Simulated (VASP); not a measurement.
# Zn2SeS (P-4m2) in VASP: further runs

The runs below take Zn2SeS through single point, with LDA.

Everything below comes from runs of VASP 6.6.1. Logs are shortened: lines on timing, memory, paths and dates and some standing lists are left out, and cuts for length are marked.

### 1 The cell of the first run

Symmetry: P-4m2, No. 115, tetragonal system. Conventional cell: a = 3.518 Å, b = 3.518 Å, c = 5.522 Å, α = 90.00°, β = 90.00°, γ = 90.00°. Within 2.9 Å of Zn (site symmetry 2mm) lie 2 S at 2.19 Å and 2 Se at 2.28 Å. Se (site symmetry -4m2) has 4 Zn at 2.28 Å within 3.0 Å. Within 2.9 Å of S (site symmetry -4m2) lie 4 Zn at 2.19 Å.

### 2 Single point, LDA (strain -0.1000 x Voigt [1, 1, 0, 0, 0, 0])

INCAR

```
SYSTEM = Zn2SeS
PREC = Accurate
ENCUT = 520
EDIFF = 1E-7
ISMEAR = 0
SIGMA = 0.05
LREAL = .False.
LASPH = .True.
NELM = 100
ALGO = Normal
ISIF = 2
LWAVE = .False.
LCHARG = .False.
GGA = CA
NBANDS = 26
```

KPOINTS

```
regular mesh
0
Gamma
  8 8 6
  0 0 0
```

POSCAR

```
Zn2SeS
1.0
    3.5183583540      0.0000000000      0.0000000000
    0.0000000000      3.5183583540      0.0000000000
    0.0000000000      0.0000000000      5.5221151400
Zn Se S
2 1 1
Direct
    0.5000000000      0.0000000000      0.7630636300
    0.0000000000      0.5000000000      0.2369363700
    0.0000000000      0.0000000000      0.5000000000
    0.5000000000      0.5000000000      0.0000000000
```

Potentials or basis: VASP PAW LDA potentials, release 64 (Zn, Se, S).

Run with:

```
$ cat potpaw_LDA.64/Zn/POTCAR potpaw_LDA.64/Se/POTCAR potpaw_LDA.64/S/POTCAR > POTCAR
$ mpirun -np 1 vasp_std > vasp.out
```

OUTCAR:

```text
SYSTEM = Zn2SeS
   PREC = Accurate
   ENCUT = 520
   EDIFF = 1E-7
   ISMEAR = 0
   LREAL = .False.
   LASPH = .True.
   NELM = 100
   ISIF = 2
   GGA = CA

 ion  position               nearest neighbor table
   1  0.500  0.000  0.763-   4 2.19   4 2.19   3 2.28   3 2.28
   2  0.000  0.500  0.237-   4 2.19   4 2.19   3 2.28   3 2.28
   3  0.000  0.000  0.500-   1 2.28   2 2.28   2 2.28   1 2.28
   4  0.500  0.500  0.000-   1 2.19   2 2.19   1 2.19   2 2.19

  LATTYP: Found a simple tetragonal cell.
 ALAT       =     3.5183583540
 C/A-ratio  =     1.5695146953

  Lattice vectors:

 A1 = (   3.5183583540,   0.0000000000,   0.0000000000)
 A2 = (   0.0000000000,   3.5183583540,   0.0000000000)
 A3 = (   0.0000000000,   0.0000000000,   5.5221151400)

Analysis of symmetry for initial positions (statically):
=====================================================================
 Subroutine PRICEL returns:
 Original cell was already a primitive cell.

 Routine SETGRP: Setting up the symmetry group for a
 simple tetragonal supercell.

 Subroutine GETGRP returns: Found  8 space group operations
 (whereof  8 operations were pure point group operations)
 out of a pool of 16 trial point group operations.

The static configuration has the point symmetry D_2d.

Analysis of symmetry for dynamics (positions and initial velocities):
=====================================================================
 Subroutine PRICEL returns:
 Original cell was already a primitive cell.

 Routine SETGRP: Setting up the symmetry group for a
 simple tetragonal supercell.

 Subroutine GETGRP returns: Found  8 space group operations
 (whereof  8 operations were pure point group operations)
 out of a pool of 16 trial point group operations.

The dynamic configuration has the point symmetry D_2d.

 Subroutine INISYM returns: Found  8 space group operations
 (whereof  8 operations are pure point group operations),
 and found     1 'primitive' translations

----------------------------------------------------------------------------------------

                                     Primitive cell

  volume of cell :      68.3574

  direct lattice vectors                    reciprocal lattice vectors
     3.518358354  0.000000000  0.000000000     0.284223464  0.000000000  0.000000000
     0.000000000  3.518358354  0.000000000     0.000000000  0.284223464  0.000000000
     0.000000000  0.000000000  5.522115140     0.000000000  0.000000000  0.181090031

  length of vectors
     3.518358354  3.518358354  5.522115140     0.284223464  0.284223464  0.181090031

  position of ions in fractional coordinates (direct lattice)
     0.500000000  0.000000000  0.763063630
     0.000000000  0.500000000  0.236936370
     0.000000000  0.000000000  0.500000000
     0.500000000  0.500000000  0.000000000

  ion indices of the primitive-cell ions
   primitive index   ion index
                 1           1
                 2           2
                 3           3
                 4           4

----------------------------------------------------------------------------------------

 KPOINTS: regular mesh

Automatic generation of k-mesh.
 Grid dimensions read from file:
 generate k-points for:    8    8    6

 Generating k-lattice:

  Cartesian coordinates                     Fractional coordinates (reciprocal lattice)
     0.035527933  0.000000000  0.000000000     0.125000000  0.000000000  0.000000000
     0.000000000  0.035527933  0.000000000     0.000000000  0.125000000  0.000000000
     0.000000000  0.000000000  0.030181672     0.000000000  0.000000000  0.166666667

  Length of vectors
     0.035527933  0.035527933  0.030181672

  Shift w.r.t. Gamma in fractional coordinates (k-lattice)
     0.000000000  0.000000000  0.000000000

 Subroutine IBZKPT returns following result:
 ===========================================

 Found     60 irreducible k-points:

 Following reciprocal coordinates:
            Coordinates               Weight
  0.000000  0.000000  0.000000      1.000000
  0.125000  0.000000  0.000000      4.000000
  0.250000  0.000000  0.000000      4.000000
  0.375000  0.000000  0.000000      4.000000
  0.500000  0.000000  0.000000      2.000000
  0.125000  0.125000  0.000000      4.000000
[... 16 lines left out ...]
  0.375000  0.125000  0.166667     16.000000
  0.500000  0.125000  0.166667      8.000000
 [... further k-points ...]
   k-points           NKPTS =     60   k-points in BZ     NKDIM =     60   number of bands    NBANDS=     26
   number of dos      NEDOS =    301   number of ions     NIONS =      4
   total plane-waves  NPLWV =  32928
   dimension x,y,z NGX =    28 NGY =   28 NGZ =   42
   dimension x,y,z NGXF=    56 NGYF=   56 NGZF=   84
   ions per type =               2   1   1
   NGX,Y,Z   is equivalent  to a cutoff of  13.23, 13.23, 12.64 a.u.
   NGXF,Y,Z  is equivalent  to a cutoff of  26.46, 26.46, 25.29 a.u.
 SYSTEM =  Zn2SeS
   PREC   = accura    normal or accurate (medium, high low for compatibility)
   ISTART =      0    job   : 0-new  1-cont  2-samecut
   ICHARG =      2    charge: 1-file 2-atom 10-const
   ISPIN  =      1    spin polarized calculation?
   LNONCOLLINEAR =      F non collinear calculations
   LSORBIT =      F    spin-orbit coupling
   LASPH  =      T    aspherical Exc in radial PAW
   ENCUT  =  520.0 eV  38.22 Ry    6.18 a.u.   6.54  6.54 10.27*2*pi/ulx,y,z
   NELM   =    100;   NELMIN=  2; NELMDL= -5     # of ELM steps
   EDIFF  = 0.1E-06   stopping-criterion for ELM
   LREAL  =      F    real-space projection
   EDIFFG = 0.1E-05   stopping-criterion for IOM
   NSW    =      0    number of steps for IOM
   IBRION =     -1    ionic relax: 0-MD 1-quasi-New 2-CG
   NFREE  =      0    steps in history (QN), initial steepest desc. (CG)
   ISIF   =      2    stress and relaxation
   ISYM   =      2    0-nonsym 1-usesym 2-fastsym
   POTIM  = 0.5000    time-step for ionic-motion
   TEBEG  =    0.0;   TEEND  =   0.0 temperature during run
   PSTRESS=    0.0 pullay stress
   NELECT =      36.0000    total number of electrons
   NUPDOWN=      -1.0000    fix difference up-down
   EMIN   =  10.00;   EMAX   =-10.00  energy-range for DOS
   EFERMI =   0.00;   METHOD = LEGACY
   ISMEAR =     0;   SIGMA  =   0.05  broadening in eV -4-tet -1-fermi 0-gaus
   EFERMI_NEDOS =   21; number of points for ismear=-14 and -15
   IALGO  =     38    algorithm
   IMIX   =      4    mixing-type and parameters
     AMIX     =   0.40;   BMIX     =  1.00
     AMIX_MAG =   1.60;   BMIX_MAG =  1.00
  volume/ion in A,a.u.               =      17.09       115.32
  Fermi-wavevector in a.u.,A,eV,Ry     =   1.322048  2.498308 23.780401  1.747810
  Thomas-Fermi vector in A             =   2.451757
   LORBIT       =      0    0 simple, 1 ext, 2 COOP (PROOUT), +10 PAW based schemes
   GGA     = CA    functional components
   LHFCALC =     F    Hartree Fock is set to
   AEXX    =    0.0000 exact exchange contribution
   IVDW    =     0    specifies the selected vdW correction
   LEPSILON=     F    determine dielectric tensor
   LRPA    =     F    only Hartree local field effects (RPA)
 non-spin polarized calculation
 Gauss-broadening in eV      SIGMA  =   0.05
  energy-cutoff  :      520.00
  volume of cell :       68.36
 maximum number of plane-waves:      1876
 NGX is ok and might be reduce to    28
   NGX = 13   NGY = 13   NGZ = 21

 number of electron      36.0000022 magnetization

 Free energy of the ion-electron system (eV)
  ---------------------------------------------------
  ext. energy  EPLUGINS =         0.00000000
  ---------------------------------------------------
  free energy    TOTEN  =       -14.87958631 eV

  energy without entropy =      -14.87958631  energy(sigma->0) =      -14.87958631

 E-fermi :   4.3786     XC(G=0): -10.8833

 val. band max:        4.1767263725   @ k =   0.0000   0.0000   0.0000
 cond. band min:       5.9100008910   @ k =   0.5000   0.5000   0.0000
 fundamental gap:      1.7332745184
 Fermi energy:         4.3786024159

 k-point     1 :       0.0000    0.0000    0.0000
  band No.  band energies     occupation
      1     -10.9355      2.00000
      2      -9.3431      2.00000
      3      -4.0182      2.00000
      4      -3.7304      2.00000
      5      -3.7051      2.00000
      6      -3.7051      2.00000
[... 18 lines left out ...]
     25      14.4489      0.00000
     26      15.4393      0.00000

 k-point     2 :       0.1250    0.0000    0.0000
  band No.  band energies     occupation
      1     -10.8219      2.00000
      2      -9.3209      2.00000
      3      -3.9397      2.00000
      4      -3.7352      2.00000
      5      -3.6956      2.00000
      6      -3.6886      2.00000
[... 18 lines left out ...]
     25      14.5604      0.00000
     26      14.6184      0.00000

 k-point     3 :       0.2500    0.0000    0.0000
  band No.  band energies     occupation
      1     -10.5053      2.00000
      2      -9.2931      2.00000
      3      -3.8045      2.00000
      4      -3.7596      2.00000
      5      -3.6452      2.00000
      6      -3.6392      2.00000
[... 18 lines left out ...]
     25      13.3112      0.00000
     26      13.8288      0.00000

 k-point     4 :       0.3750    0.0000    0.0000
  band No.  band energies     occupation
      1     -10.0667      2.00000
      2      -9.3620      2.00000
      3      -3.7794      2.00000
      4      -3.6815      2.00000
      5      -3.5927      2.00000
      6      -3.5923      2.00000
[... 18 lines left out ...]
     25      12.2693      0.00000
     26      12.7276      0.00000

 k-point     5 :       0.5000    0.0000    0.0000
  band No.  band energies     occupation
      1      -9.7026      2.00000
      2      -9.5648      2.00000
      3      -3.6834      2.00000
      4      -3.6630      2.00000
      5      -3.5652      2.00000
      6      -3.5640      2.00000
[... 18 lines left out ...]
     25      11.6899      0.00000
     26      11.9123      0.00000

 k-point     6 :       0.1250    0.1250    0.0000
  band No.  band energies     occupation
      1     -10.7101      2.00000
      2      -9.2952      2.00000
      3      -3.8682      2.00000
      4      -3.7517      2.00000
      5      -3.6898      2.00000
      6      -3.6537      2.00000
[... 427 lines left out ...]
 k-point    21 :       0.1250    0.1250    0.1667
  band No.  band energies     occupation
      1     -10.6332      2.00000
      2      -9.4134      2.00000
      3      -3.8657      2.00000
      4      -3.7379      2.00000
      5      -3.6845      2.00000
      6      -3.6451      2.00000
[... 18 lines left out ...]
     25      12.6761      0.00000
     26      13.8592      0.00000

 k-point    22 :       0.2500    0.1250    0.1667
  band No.  band energies     occupation
      1     -10.3341      2.00000
      2      -9.3443      2.00000
      3      -3.7805      2.00000
      4      -3.7286      2.00000
      5      -3.6267      2.00000
      6      -3.5984      2.00000
[... 18 lines left out ...]
     25      11.9665      0.00000
     26      13.6041      0.00000

 k-point    23 :       0.3750    0.1250    0.1667
  band No.  band energies     occupation
      1      -9.9309      2.00000
      2      -9.3481      2.00000
      3      -3.7640      2.00000
      4      -3.6594      2.00000
      5      -3.5859      2.00000
      6      -3.5449      2.00000
[... 18 lines left out ...]
     25      11.9616      0.00000
     26      13.3067      0.00000

 k-point    24 :       0.5000    0.1250    0.1667
  band No.  band energies     occupation
      1      -9.6254      2.00000
      2      -9.4776      2.00000
      3      -3.6574      2.00000
      4      -3.6547      2.00000
      5      -3.6073      2.00000
      6      -3.5373      2.00000
[... 18 lines left out ...]
     25      12.2392      0.00000
     26      12.2434      0.00000

 [... further k-points ...]
[... 5 lines left out ...]
  --------------------------------------------------------------------------------------
  -------------------------------------------------------------------------------------
  Total        8.2868711      8.2868711      6.3743719      0.0000000      0.0000000      0.0000000
  in kB      194.2296674    194.2296674    149.4040530      0.0000000      0.0000000      0.0000000
  external PRESSURE =     179.2877960 kB  Pullay stress =       0.0000000 kB

 VOLUME and BASIS-vectors are now :
 -----------------------------------------------------------------------------
  energy-cutoff  :      520.00
  volume of cell :       68.36
      direct lattice vectors                 reciprocal lattice vectors
     3.518358354  0.000000000  0.000000000     0.284223464  0.000000000  0.000000000
     0.000000000  3.518358354  0.000000000     0.000000000  0.284223464  0.000000000
     0.000000000  0.000000000  5.522115140     0.000000000  0.000000000  0.181090031

 POSITION                                       TOTAL-FORCE (eV/Angst)
 -----------------------------------------------------------------------------------
      1.75918      0.00000      4.21373        -0.000000     -0.000000      0.052301
      0.00000      1.75918      1.30839         0.000000      0.000000     -0.052301
      0.00000      0.00000      2.76106         0.000000      0.000000      0.000000
      1.75918      1.75918      0.00000         0.000000     -0.000000      0.000000
 -----------------------------------------------------------------------------------
    total drift:                                0.000000      0.000000      0.000000

  FREE ENERGIE OF THE ION-ELECTRON SYSTEM (eV)
  ---------------------------------------------------
  free  energy   TOTEN  =       -14.8795863128 eV

  energy  without entropy=      -14.8795863128  energy(sigma->0) =      -14.87958631
```

Run time: 58 s. Hardware: 1 thread of AMD EPYC 9R14 (Zen 4), shared host; peak memory 0.19 GiB.

What came out:

| Quantity | Value |
| --- | --- |
| Free energy | -14.8796 eV |
| Pressure | 17.9 GPa |
| Largest force | 0.052 eV/Å |
| Band gap on the k mesh | 1.73 eV (least direct gap 2.06 eV) |

Forces on the atoms (eV/Å):
```
Zn   0.000  0.000  0.052
Zn   0.000  0.000 -0.052
Se   0.000  0.000  0.000
S    0.000  0.000  0.000
```

Caveat: the cell differs from its parent crystal (strain -0.1000 x Voigt [1, 1, 0, 0, 0, 0]); the cell stands under pressure. A k mesh can miss the band edges.

[end of part 1 of 2]
